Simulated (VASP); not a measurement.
# Ag (Fm-3m) in VASP: notebook, part 2 of 2

VASP 6.6.1. Earlier steps stand in the parts before.

## 5. Relaxation of cell and atoms, PBEsol

This run uses another cell than the first one, of 17.05 Å³/atom, 1.066 times its volume.

Contents of INCAR:

```
  PREC = Accurate
  ENCUT = 600
  EDIFF = 1E-6
  ISMEAR = -1
  SIGMA = 0.05
  LREAL = False
  LASPH = True
  NELM = 100
  ALGO = Normal
  ISIF = 3
  LWAVE = False
  LCHARG = False
  GGA = PS
  IBRION = 2
  NSW = 80
  EDIFFG = -0.02
```

Contents of KPOINTS:

```
regular mesh
0
Gamma
  11 11 11
```

Contents of POSCAR:

```
Ag
1.0
    0.0000000000      2.0427500000      2.0427500000
    2.0427500000      0.0000000000      2.0427500000
    2.0427500000      2.0427500000      0.0000000000
Ag
1
Direct
    0.0000000000      0.0000000000      0.0000000000
```

Potentials or basis: VASP PAW PBE potentials, release 64 (Ag).

On the command line:

```bash
cat potpaw_PBE.64/Ag/POTCAR > POTCAR
mpirun -np 1 vasp_std > vasp.out
```

OUTCAR:

```text
PREC = Accurate
   ENCUT = 600
   EDIFF = 1E-6
   ISMEAR = -1
   LREAL = False
   LASPH = True
   NELM = 100
   ISIF = 3
   GGA = PS
   IBRION = 2
   NSW = 80
   EDIFFG = -0.02

 ion  position               nearest neighbor table
   1  0.000  0.000  0.000-

  LATTYP: Found a face centered cubic cell.
 ALAT       =     4.0855000000

  Lattice vectors:

 A1 = (   0.0000000000,   2.0427500000,   2.0427500000)
 A2 = (   2.0427500000,   0.0000000000,   2.0427500000)
 A3 = (   2.0427500000,   2.0427500000,   0.0000000000)

Analysis of symmetry for initial positions (statically):
=====================================================================
 Subroutine PRICEL returns:
 Original cell was already a primitive cell.

 Routine SETGRP: Setting up the symmetry group for a
 face centered cubic supercell.

 Subroutine GETGRP returns: Found 48 space group operations
 (whereof 48 operations were pure point group operations)
 out of a pool of 48 trial point group operations.

The static configuration has the point symmetry O_h .

Analysis of symmetry for dynamics (positions and initial velocities):
=====================================================================
 Subroutine PRICEL returns:
 Original cell was already a primitive cell.

 Routine SETGRP: Setting up the symmetry group for a
 face centered cubic supercell.

 Subroutine GETGRP returns: Found 48 space group operations
 (whereof 48 operations were pure point group operations)
 out of a pool of 48 trial point group operations.

The dynamic configuration has the point symmetry O_h .

 Subroutine INISYM returns: Found 48 space group operations
 (whereof 48 operations are pure point group operations),
 and found     1 'primitive' translations

----------------------------------------------------------------------------------------

                                     Primitive cell

  volume of cell :      17.0481

  direct lattice vectors                    reciprocal lattice vectors
     0.000000000  2.042750000  2.042750000    -0.244768082  0.244768082  0.244768082
     2.042750000  0.000000000  2.042750000     0.244768082 -0.244768082  0.244768082
     2.042750000  2.042750000  0.000000000     0.244768082  0.244768082 -0.244768082

  length of vectors
     2.888884755  2.888884755  2.888884755     0.423950755  0.423950755  0.423950755

  position of ions in fractional coordinates (direct lattice)
     0.000000000  0.000000000  0.000000000

  ion indices of the primitive-cell ions
   primitive index   ion index
                 1           1

----------------------------------------------------------------------------------------

 KPOINTS: regular mesh

Automatic generation of k-mesh.
 Grid dimensions read from file:
 generate k-points for:   11   11   11

 Generating k-lattice:

  Cartesian coordinates                     Fractional coordinates (reciprocal lattice)
    -0.022251644  0.022251644  0.022251644     0.090909091  0.000000000  0.000000000
     0.022251644 -0.022251644  0.022251644     0.000000000  0.090909091  0.000000000
     0.022251644  0.022251644 -0.022251644     0.000000000  0.000000000  0.090909091

  Length of vectors
     0.038540978  0.038540978  0.038540978

  Shift w.r.t. Gamma in fractional coordinates (k-lattice)
     0.000000000  0.000000000  0.000000000

 Subroutine IBZKPT returns following result:
 ===========================================

 Found     56 irreducible k-points:

 Following reciprocal coordinates:
            Coordinates               Weight
  0.000000  0.000000  0.000000      1.000000
  0.090909  0.000000  0.000000      8.000000
  0.181818  0.000000  0.000000      8.000000
  0.272727  0.000000  0.000000      8.000000
  0.363636  0.000000  0.000000      8.000000
  0.454545  0.000000  0.000000      8.000000
[... 16 lines left out ...]
 -0.272727  0.181818  0.000000     24.000000
 -0.181818  0.181818  0.000000     12.000000
 [... further k-points ...]
   k-points           NKPTS =     56   k-points in BZ     NKDIM =     56   number of bands    NBANDS=      9
   number of dos      NEDOS =    301   number of ions     NIONS =      1
   total plane-waves  NPLWV =  13824
   dimension x,y,z NGX =    24 NGY =   24 NGZ =   24
   dimension x,y,z NGXF=    48 NGYF=   48 NGZF=   48
   ions per type =               1
   NGX,Y,Z   is equivalent  to a cutoff of  13.81, 13.81, 13.81 a.u.
   NGXF,Y,Z  is equivalent  to a cutoff of  27.62, 27.62, 27.62 a.u.
 SYSTEM =  unknown system
   PREC   = accura    normal or accurate (medium, high low for compatibility)
   ISTART =      0    job   : 0-new  1-cont  2-samecut
   ICHARG =      2    charge: 1-file 2-atom 10-const
   ISPIN  =      1    spin polarized calculation?
   LNONCOLLINEAR =      F non collinear calculations
   LSORBIT =      F    spin-orbit coupling
   LASPH  =      T    aspherical Exc in radial PAW
   ENCUT  =  600.0 eV  44.10 Ry    6.64 a.u.   5.77  5.77  5.77*2*pi/ulx,y,z
   NELM   =    100;   NELMIN=  2; NELMDL= -5     # of ELM steps
   EDIFF  = 0.1E-05   stopping-criterion for ELM
   LREAL  =      F    real-space projection
   EDIFFG = -.2E-01   stopping-criterion for IOM
   NSW    =     80    number of steps for IOM
   IBRION =      2    ionic relax: 0-MD 1-quasi-New 2-CG
   NFREE  =      1    steps in history (QN), initial steepest desc. (CG)
   ISIF   =      3    stress and relaxation
   ISYM   =      2    0-nonsym 1-usesym 2-fastsym
   POTIM  = 0.5000    time-step for ionic-motion
   TEBEG  =    0.0;   TEEND  =   0.0 temperature during run
   PSTRESS=    0.0 pullay stress
   NELECT =      11.0000    total number of electrons
   NUPDOWN=      -1.0000    fix difference up-down
   EMIN   =  10.00;   EMAX   =-10.00  energy-range for DOS
   EFERMI =   0.00;   METHOD = LEGACY
   ISMEAR =    -1;   SIGMA  =   0.05  broadening in eV -4-tet -1-fermi 0-gaus
   EFERMI_NEDOS =   21; number of points for ismear=-14 and -15
   IALGO  =     38    algorithm
   IMIX   =      4    mixing-type and parameters
     AMIX     =   0.40;   BMIX     =  1.00
     AMIX_MAG =   1.60;   BMIX_MAG =  1.00
  volume/ion in A,a.u.               =      17.05       115.05
  Fermi-wavevector in a.u.,A,eV,Ry     =   1.414644  2.673290 27.228221  2.001218
  Thomas-Fermi vector in A             =   2.536165
   LORBIT       =      0    0 simple, 1 ext, 2 COOP (PROOUT), +10 PAW based schemes
   GGA     = PS    functional components
   LHFCALC =     F    Hartree Fock is set to
   AEXX    =    0.0000 exact exchange contribution
   IVDW    =     0    specifies the selected vdW correction
   LEPSILON=     F    determine dielectric tensor
   LRPA    =     F    only Hartree local field effects (RPA)
 conjugate gradient relaxation of ions
 non-spin polarized calculation
  energy-cutoff  :      600.00
  volume of cell :       17.05
 maximum number of plane-waves:       578
   NGX = 11   NGY = 11   NGZ = 11

--------------------------------------- Ionic step        1  -------------------------------------------

 number of electron      10.9999999 magnetization

 Free energy of the ion-electron system (eV)
  ---------------------------------------------------
  ext. energy  EPLUGINS =         0.00000000
  ---------------------------------------------------
  free energy    TOTEN  =        -3.30977843 eV

  energy without entropy =       -3.30712252  energy(sigma->0) =       -3.30845048

------------------------ aborting loop because EDIFF is reached ----------------------------------------

  FORCE on cell =-STRESS in cart. coord.  units (eV):
  Direction    XX          YY          ZZ          XY          YZ          ZX
  --------------------------------------------------------------------------------------
  -------------------------------------------------------------------------------------
  Total       -0.3303138     -0.3303138     -0.3303138      0.0000000      0.0000000      0.0000000
  in kB      -31.0428552    -31.0428552    -31.0428552      0.0000000      0.0000000      0.0000000
  external PRESSURE =     -31.0428552 kB  Pullay stress =       0.0000000 kB
[... 57 lines left out ...]
--------------------------------------- Ionic step        3  -------------------------------------------

 number of electron      11.0000001 magnetization

 Free energy of the ion-electron system (eV)
  ---------------------------------------------------
  ext. energy  EPLUGINS =         0.00000000
  ---------------------------------------------------
  free energy    TOTEN  =        -3.31448454 eV

  energy without entropy =       -3.31227106  energy(sigma->0) =       -3.31337780

 E-fermi :   8.8168     XC(G=0): -12.5817

 val. band max:        8.7558131107   @ k =  -0.4545   0.0909   0.0000
 cond. band min:       8.8774512348   @ k =   0.4545   0.3636   0.0000
 fundamental gap:      0.1216381241
 Fermi energy:         8.8167971840

 k-point     1 :       0.0000    0.0000    0.0000
  band No.  band energies     occupation
      1       0.5861      2.00000
      2       3.7443      2.00000
      3       3.7443      2.00000
      4       3.7443      2.00000
      5       4.8436      2.00000
      6       4.8436      2.00000
      7      24.6704      0.00000
      8      28.4091      0.00000
      9      28.4091      0.00000
[... 265 lines left out ...]
 k-point    24 :      -0.1818    0.1818    0.0000
  band No.  band energies     occupation
      1       2.6946      2.00000
      2       3.3131      2.00000
      3       3.9583      2.00000
      4       4.3918      2.00000
      5       4.4275      2.00000
      6       6.0077      2.00000
      7      20.7258      0.00000
      8      21.1667      0.00000
      9      27.4202      0.00000

 [... further k-points ...]
[... 5 lines left out ...]
  --------------------------------------------------------------------------------------
  -------------------------------------------------------------------------------------
  Total       -0.0008724     -0.0008724     -0.0008724      0.0000000     -0.0000000      0.0000000
  in kB       -0.0843120     -0.0843120     -0.0843120      0.0000000     -0.0000000      0.0000000
  external PRESSURE =      -0.0843120 kB  Pullay stress =       0.0000000 kB
[... 16 lines left out ...]
  FREE ENERGIE OF THE ION-ELECTRON SYSTEM (eV)
  ---------------------------------------------------
  free  energy   TOTEN  =        -3.3144845391 eV

  energy  without entropy=       -3.3122710636  energy(sigma->0) =       -3.31337780

 reached required accuracy - stopping structural energy minimisation
```

OSZICAR:

```text
N       E                     dE             d eps       ncg     rms          rms(c)
DAV:   1     0.511440501516E+02    0.51144E+02   -0.61495E+03  1016   0.124E+03
DAV:   2    -0.323060244702E+01   -0.54375E+02   -0.51905E+02  1036   0.227E+02
DAV:   3    -0.366393984301E+01   -0.43334E+00   -0.43319E+00  1169   0.250E+01
[... 20 lines left out ...]
DAV:   2    -0.331642639922E+01    0.59646E-01   -0.25657E-01  1019   0.556E+00    0.537E-01
DAV:   3    -0.331487405016E+01    0.15523E-02   -0.39017E-03  1024   0.630E-01    0.354E-01
DAV:   4    -0.331448179278E+01    0.39226E-03   -0.52074E-04  1066   0.224E-01    0.130E-02
DAV:   5    -0.331448372625E+01   -0.19335E-05   -0.14948E-05  1051   0.375E-02    0.640E-03
DAV:   6    -0.331448453908E+01   -0.81283E-06   -0.94894E-07  1008   0.118E-02
   3 F= -.33144845E+01 E0= -.33133778E+01  d E =-.470611E-02
```

Wall time 31 s (1 thread of AMD EPYC 7R43 (Zen 3), shared host); peak memory 0.12 GiB.

Results:

```yaml
Free_energy: -3.3145 eV
Relaxed_volume: 16.58 Å³/atom
Relaxed_cell: a = 2.862 Å, b = 2.862 Å, c = 2.862 Å, α = 60.00°, β = 60.00°, γ = 60.00°
Space_group_after_relaxing_to_0.05_Å: Fm-3m (No. 225)
Energy_gained_by_relaxing: 4.7 meV/atom
Ionic_steps: 3
Pressure_after_relaxing: 0.0 GPa
```

Step by step:
| step | energy change (eV) | largest force (eV/Å) | pressure (GPa) | volume (Å³) |
| --- | --- | --- | --- | --- |
| 1 | 0.0000 | 0.0000 | -3.10 | 17.05 |
| 2 | -0.0021 | 0.0000 | 2.60 | 16.25 |
| 3 | -0.0047 | 0.0000 | -0.01 | 16.58 |

Final structure:
```
Ag
1.0
     0.00000    2.02383    2.02383
     2.02383    0.00000    2.02383
     2.02383    2.02383    0.00000
Ag
1
Direct
  0.00000 0.00000 0.00000
```

Caveat: the PAW data sets were made with another functional, which shifts forces and pressure a little.

## 6. The runs side by side

```csv
task,cell,cutoff (eV),gap on the mesh (eV),pressure (GPa)
single point,"a = 2.828 Å, angles 60.0°, 1 atom",520,none,4.7
single point,"a = 2.799 Å, angles 60.0°, 1 atom",520,none,9.7
single point,"a = 2.864 Å, angles 60.0°, 1 atom",520,none,-0.2
relaxation of cell and atoms,"relaxed from a = 2.889 Å, angles 60.0°, 1 atom",600,none,0.0
```

Alike in all rows: level PBEsol; potentials or basis VASP PAW PBE potentials, release 64 (Ag); no spin polarisation; k mesh 11 × 11 × 11; smearing fermi-dirac 0.05 eV.

Caveats: the PAW data sets were made with another functional, which shifts forces and pressure a little.

Absolute energies hang on the potentials; compare differences alone.
